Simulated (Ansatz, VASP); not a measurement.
# SnS2: VASP beside Ansatz

```xyz
3
Lattice="3.6704 0.0000 0.0000 -1.8352 3.1786 0.0000 0.0000 0.0000 5.8041" Properties=species:S:1:pos:R:3 pbc="T T T"
Sn    0.0000    0.0000    0.0000
S     0.0000    2.1191    1.4772
S     1.8352    1.0595    4.3270
```

Alike in both runs: functional PBE; dispersion D3(BJ); k mesh 6 × 6 × 4; occupations gaussian, width 0.02 eV; no spin polarisation.

Ansatz relaxed the structure, and its values are those at the end. VASP's run is a single point on that final structure, the one shown.

|  | VASP | Ansatz |
| --- | --- | --- |
| version | VASP 6.6.1 | Ansatz 0.2.0 |
| potentials or method | VASP PAW PBE potentials, release 64 (Sn_d, S) | plane waves, PAW |
| plane-wave cutoff (eV) | 500 | 420 |
| valence electrons in the cell | 26 | 26 |

Ansatz gave:

- pressure (GPa): 0.0

Q: What did VASP give for the same quantities?

A: Pressure (GPa): -0.1.
